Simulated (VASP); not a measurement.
# ZnO (P6_3/mmc) in VASP: a series of runs

ZnO is run at these levels: PBE; tasks: single point.

Everything below comes from runs of VASP 6.6.1. Logs are shortened: lines on timing, memory, paths and dates and some standing lists are left out, and cuts for length are marked.

## Step 1: The cell of the first run

The structure is hexagonal, space group P6_3/mmc (No. 194). The conventional cell has a = 3.331 Å, b = 3.331 Å, c = 7.224 Å, α = 90.00°, β = 90.00°, γ = 120.00°. Zn (site symmetry -6m2) has 3 O at 1.92 Å within 2.6 Å. O (site symmetry -6m2) has 3 Zn at 1.92 Å within 2.6 Å.

## Step 2: Single point, PBE

Input file INCAR:

```
SYSTEM = ZnO
  PREC = Accurate
  ENCUT = 520
  EDIFF = 1E-6
  ISMEAR = -1
  SIGMA = 0.05
  LREAL = .False.
  LASPH = .True.
  NELM = 100
  ALGO = Normal
  ISIF = 2
  LWAVE = .False.
  LCHARG = .True.
  GGA = PE
  LELF = .True.
  LVHAR = .True.
  NBANDS = 26
```

Input file KPOINTS:

```
regular mesh
0
Gamma
  9 9 4
  0 0 0
```

Input file POSCAR:

```
ZnO
1.0
    3.3312348463      0.0000000000      0.0000000000
   -1.6656174231      2.8849340028      0.0000000000
    0.0000000000      0.0000000000      7.2242737071
Zn O
2 2
Direct
    0.0000000000      0.0000000000      0.2500000000
    0.0000000000      0.0000000000      0.7500000000
    0.6666666667      0.3333333333      0.7500000000
    0.3333333333      0.6666666667      0.2500000000
```

Potentials or basis: VASP PAW PBE potentials, release 64 (Zn, O).

On the command line:

```bash
$ cat potpaw_PBE.64/Zn/POTCAR potpaw_PBE.64/O/POTCAR > POTCAR
$ mpirun -np 1 vasp_std > vasp.out
```

OUTCAR:

```text
SYSTEM = ZnO
   PREC = Accurate
   ENCUT = 520
   EDIFF = 1E-6
   ISMEAR = -1
   LREAL = .False.
   LASPH = .True.
   NELM = 100
   ISIF = 2
   GGA = PE

 ion  position               nearest neighbor table
   1  0.000  0.000  0.250-   4 1.92   4 1.92   4 1.92
   2  0.000  0.000  0.750-   3 1.92   3 1.92   3 1.92
   3  0.667  0.333  0.750-   2 1.92   2 1.92   2 1.92
   4  0.333  0.667  0.250-   1 1.92   1 1.92   1 1.92

  LATTYP: Found a hexagonal cell.
 ALAT       =     3.3312348463
 C/A-ratio  =     2.1686473756

  Lattice vectors:

 A1 = (   3.3312348463,   0.0000000000,   0.0000000000)
 A2 = (  -1.6656174231,   2.8849340028,   0.0000000000)
 A3 = (   0.0000000000,   0.0000000000,   7.2242737071)

Analysis of symmetry for initial positions (statically):
=====================================================================
 Subroutine PRICEL returns:
 Original cell was already a primitive cell.

 Routine SETGRP: Setting up the symmetry group for a
 hexagonal supercell.

 Subroutine GETGRP returns: Found 24 space group operations
 (whereof 12 operations were pure point group operations)
 out of a pool of 24 trial point group operations.

The static configuration has the point symmetry D_3d.
 The point group associated with its full space group is D_6h.

Analysis of symmetry for dynamics (positions and initial velocities):
=====================================================================
 Subroutine PRICEL returns:
 Original cell was already a primitive cell.

 Routine SETGRP: Setting up the symmetry group for a
 hexagonal supercell.

 Subroutine GETGRP returns: Found 24 space group operations
 (whereof 12 operations were pure point group operations)
 out of a pool of 24 trial point group operations.

The dynamic configuration has the point symmetry D_3d.
 The point group associated with its full space group is D_6h.

 Subroutine INISYM returns: Found 24 space group operations
 (whereof 12 operations are pure point group operations),
 and found     1 'primitive' translations

----------------------------------------------------------------------------------------

                                     Primitive cell

  volume of cell :      69.4281

  direct lattice vectors                    reciprocal lattice vectors
     3.331234846  0.000000000  0.000000000     0.300188983  0.173314190  0.000000000
    -1.665617423  2.884934003  0.000000000     0.000000000  0.346628380  0.000000000
     0.000000000  0.000000000  7.224273707     0.000000000  0.000000000  0.138422219

  length of vectors
     3.331234846  3.331234846  7.224273707     0.346628380  0.346628380  0.138422219

  position of ions in fractional coordinates (direct lattice)
     0.000000000  0.000000000  0.250000000
     0.000000000  0.000000000  0.750000000
     0.666666667  0.333333333  0.750000000
     0.333333333  0.666666667  0.250000000

  ion indices of the primitive-cell ions
   primitive index   ion index
                 1           1
                 2           2
                 3           3
                 4           4

----------------------------------------------------------------------------------------

 KPOINTS: regular mesh

Automatic generation of k-mesh.
 Grid dimensions read from file:
 generate k-points for:    9    9    4

 Generating k-lattice:

  Cartesian coordinates                     Fractional coordinates (reciprocal lattice)
     0.033354331  0.019257132  0.000000000     0.111111111  0.000000000  0.000000000
     0.000000000  0.038514264  0.000000000     0.000000000  0.111111111  0.000000000
     0.000000000  0.000000000  0.034605555     0.000000000  0.000000000  0.250000000

  Length of vectors
     0.038514264  0.038514264  0.034605555

  Shift w.r.t. Gamma in fractional coordinates (k-lattice)
     0.000000000  0.000000000  0.000000000

 Subroutine IBZKPT returns following result:
 ===========================================

 Found     36 irreducible k-points:

 Following reciprocal coordinates:
            Coordinates               Weight
  0.000000  0.000000  0.000000      1.000000
  0.111111 -0.000000  0.000000      6.000000
  0.222222  0.000000  0.000000      6.000000
  0.333333 -0.000000  0.000000      6.000000
  0.444444  0.000000  0.000000      6.000000
  0.111111  0.111111  0.000000      6.000000
[... 16 lines left out ...]
  0.333333  0.222222  0.250000     24.000000
  0.333333  0.333333  0.250000      4.000000
 [... further k-points ...]
   k-points           NKPTS =     36   k-points in BZ     NKDIM =     36   number of bands    NBANDS=     26
   number of dos      NEDOS =    301   number of ions     NIONS =      4
   total plane-waves  NPLWV =  42336
   dimension x,y,z NGX =    28 NGY =   28 NGZ =   54
   dimension x,y,z NGXF=    56 NGYF=   56 NGZF=  108
   ions per type =               2   2
   NGX,Y,Z   is equivalent  to a cutoff of  13.97, 13.97, 12.43 a.u.
   NGXF,Y,Z  is equivalent  to a cutoff of  27.95, 27.95, 24.85 a.u.
 SYSTEM =  ZnO
   PREC   = accura    normal or accurate (medium, high low for compatibility)
   ISTART =      0    job   : 0-new  1-cont  2-samecut
   ICHARG =      2    charge: 1-file 2-atom 10-const
   ISPIN  =      1    spin polarized calculation?
   LNONCOLLINEAR =      F non collinear calculations
   LSORBIT =      F    spin-orbit coupling
   LASPH  =      T    aspherical Exc in radial PAW
   ENCUT  =  520.0 eV  38.22 Ry    6.18 a.u.   6.19  6.19 13.43*2*pi/ulx,y,z
   NELM   =    100;   NELMIN=  2; NELMDL= -5     # of ELM steps
   EDIFF  = 0.1E-05   stopping-criterion for ELM
   LREAL  =      F    real-space projection
   EDIFFG = 0.1E-04   stopping-criterion for IOM
   NSW    =      0    number of steps for IOM
   IBRION =     -1    ionic relax: 0-MD 1-quasi-New 2-CG
   NFREE  =      0    steps in history (QN), initial steepest desc. (CG)
   ISIF   =      2    stress and relaxation
   ISYM   =      2    0-nonsym 1-usesym 2-fastsym
   POTIM  = 0.5000    time-step for ionic-motion
   TEBEG  =    0.0;   TEEND  =   0.0 temperature during run
   PSTRESS=    0.0 pullay stress
   NELECT =      36.0000    total number of electrons
   NUPDOWN=      -1.0000    fix difference up-down
   EMIN   =  10.00;   EMAX   =-10.00  energy-range for DOS
   EFERMI =   0.00;   METHOD = LEGACY
   ISMEAR =    -1;   SIGMA  =   0.05  broadening in eV -4-tet -1-fermi 0-gaus
   EFERMI_NEDOS =   21; number of points for ismear=-14 and -15
   IALGO  =     38    algorithm
   IMIX   =      4    mixing-type and parameters
     AMIX     =   0.40;   BMIX     =  1.00
     AMIX_MAG =   1.60;   BMIX_MAG =  1.00
  volume/ion in A,a.u.               =      17.36       117.13
  Fermi-wavevector in a.u.,A,eV,Ry     =   1.315216  2.485399 23.535279  1.729794
  Thomas-Fermi vector in A             =   2.445415
   LORBIT       =      0    0 simple, 1 ext, 2 COOP (PROOUT), +10 PAW based schemes
   GGA     = PE    functional components
   LHFCALC =     F    Hartree Fock is set to
   AEXX    =    0.0000 exact exchange contribution
   IVDW    =     0    specifies the selected vdW correction
   LEPSILON=     F    determine dielectric tensor
   LRPA    =     F    only Hartree local field effects (RPA)
 non-spin polarized calculation
  energy-cutoff  :      520.00
  volume of cell :       69.43
 maximum number of plane-waves:      1890
 NGX is ok and might be reduce to    28
   NGX = 13   NGY = 13   NGZ = 27

 number of electron      36.0000028 magnetization

 Free energy of the ion-electron system (eV)
  ---------------------------------------------------
  ext. energy  EPLUGINS =         0.00000000
  ---------------------------------------------------
  free energy    TOTEN  =       -16.94179722 eV

  energy without entropy =      -16.94179091  energy(sigma->0) =      -16.94179407

 E-fermi :  -0.5733     XC(G=0):  -8.7484

 val. band max:       -1.0527464212   @ k =   0.0000   0.0000   0.0000
 cond. band min:      -0.2322585793   @ k =   0.0000   0.0000   0.0000
 fundamental gap:      0.8204878419
 Fermi energy:        -0.5733104119

 k-point     1 :       0.0000    0.0000    0.0000
  band No.  band energies     occupation
      1     -18.2287      2.00000
      2     -18.1572      2.00000
      3      -6.9520      2.00000
      4      -6.9520      2.00000
      5      -6.9389      2.00000
      6      -6.9389      2.00000
[... 18 lines left out ...]
     25      11.5716      0.00000
     26      12.3278      0.00000

 k-point     2 :       0.1111   -0.0000    0.0000
  band No.  band energies     occupation
      1     -18.1772      2.00000
      2     -18.1099      2.00000
      3      -6.9700      2.00000
      4      -6.9591      2.00000
      5      -6.8761      2.00000
      6      -6.8630      2.00000
[... 18 lines left out ...]
     25      11.4289      0.00000
     26      11.7881      0.00000

 k-point     3 :       0.2222    0.0000    0.0000
  band No.  band energies     occupation
      1     -18.0436      2.00000
      2     -17.9880      2.00000
      3      -6.9776      2.00000
      4      -6.9716      2.00000
      5      -6.6650      2.00000
      6      -6.6521      2.00000
[... 18 lines left out ...]
     25      10.9616      0.00000
     26      12.2923      0.00000

 k-point     4 :       0.3333   -0.0000    0.0000
  band No.  band energies     occupation
      1     -17.8857      2.00000
      2     -17.8475      2.00000
      3      -6.8955      2.00000
      4      -6.8926      2.00000
      5      -6.3790      2.00000
      6      -6.3682      2.00000
[... 18 lines left out ...]
     25      10.8867      0.00000
     26      11.9670      0.00000

 k-point     5 :       0.4444    0.0000    0.0000
  band No.  band energies     occupation
      1     -17.7770      2.00000
      2     -17.7567      2.00000
      3      -6.7520      2.00000
      4      -6.7427      2.00000
      5      -6.2555      2.00000
      6      -6.1502      2.00000
[... 18 lines left out ...]
     25      10.4549      0.00000
     26      12.8806      0.00000

 k-point     6 :       0.1111    0.1111    0.0000
  band No.  band energies     occupation
      1     -18.0846      2.00000
      2     -18.0251      2.00000
      3      -6.9811      2.00000
      4      -6.9758      2.00000
      5      -6.7293      2.00000
      6      -6.7180      2.00000
[... 427 lines left out ...]
 k-point    21 :       0.4444    0.1111    0.2500
  band No.  band energies     occupation
      1     -17.7465      2.00000
      2     -17.7360      2.00000
      3      -6.6863      2.00000
      4      -6.6834      2.00000
      5      -6.2328      2.00000
      6      -6.1425      2.00000
[... 18 lines left out ...]
     25      10.0929      0.00000
     26      11.1158      0.00000

 k-point    22 :       0.2222    0.2222    0.2500
  band No.  band energies     occupation
      1     -17.8119      2.00000
      2     -17.7910      2.00000
      3      -6.8042      2.00000
      4      -6.8015      2.00000
      5      -6.1855      2.00000
      6      -6.1755      2.00000
[... 18 lines left out ...]
     25       9.8425      0.00000
     26      11.0574      0.00000

 k-point    23 :       0.3333    0.2222    0.2500
  band No.  band energies     occupation
      1     -17.7305      2.00000
      2     -17.7210      2.00000
      3      -6.6373      2.00000
      4      -6.6327      2.00000
      5      -6.2025      2.00000
      6      -6.1426      2.00000
[... 18 lines left out ...]
     25       9.2129      0.00000
     26       9.9741      0.00000

 k-point    24 :       0.3333    0.3333    0.2500
  band No.  band energies     occupation
      1     -17.7002      2.00000
      2     -17.7002      2.00000
      3      -6.5569      2.00000
      4      -6.5472      2.00000
      5      -6.1738      2.00000
      6      -6.1738      2.00000
[... 18 lines left out ...]
     25       8.7455      0.00000
     26       9.0339      0.00000

 [... further k-points ...]
[... 5 lines left out ...]
  --------------------------------------------------------------------------------------
  -------------------------------------------------------------------------------------
  Total       -2.0860305     -2.0860305      0.0551063     -0.0000000     -0.0000000      0.0000000
  in kB      -48.1388729    -48.1388729      1.2716755     -0.0000000     -0.0000000      0.0000000
  external PRESSURE =     -31.6686901 kB  Pullay stress =       0.0000000 kB

 VOLUME and BASIS-vectors are now :
 -----------------------------------------------------------------------------
  energy-cutoff  :      520.00
  volume of cell :       69.43
      direct lattice vectors                 reciprocal lattice vectors
     3.331234846  0.000000000  0.000000000     0.300188983  0.173314190  0.000000000
    -1.665617423  2.884934003  0.000000000     0.000000000  0.346628380  0.000000000
     0.000000000  0.000000000  7.224273707     0.000000000  0.000000000  0.138422219

 POSITION                                       TOTAL-FORCE (eV/Angst)
 -----------------------------------------------------------------------------------
      0.00000      0.00000      1.80607        -0.000000      0.000000      0.000000
      0.00000      0.00000      5.41821         0.000000      0.000000      0.000000
      1.66562      0.96164      5.41821         0.000000      0.000000     -0.000000
     -0.00000      1.92329      1.80607        -0.000000     -0.000000      0.000000
 -----------------------------------------------------------------------------------
    total drift:                                0.000000     -0.000000      0.000000

  FREE ENERGIE OF THE ION-ELECTRON SYSTEM (eV)
  ---------------------------------------------------
  free  energy   TOTEN  =       -16.9417972236 eV

  energy  without entropy=      -16.9417909110  energy(sigma->0) =      -16.94179407
```

Wall time 44 s (1 thread of Intel Xeon Platinum 8559C (Emerald Rapids), shared host); peak memory 0.22 GiB.

Results:

```yaml
Free_energy: -16.9418 eV
Pressure: -3.2 GPa
Band_gap_on_the_k_mesh: 0.82 eV, direct
```

(Part 1 of 2 ends here.)
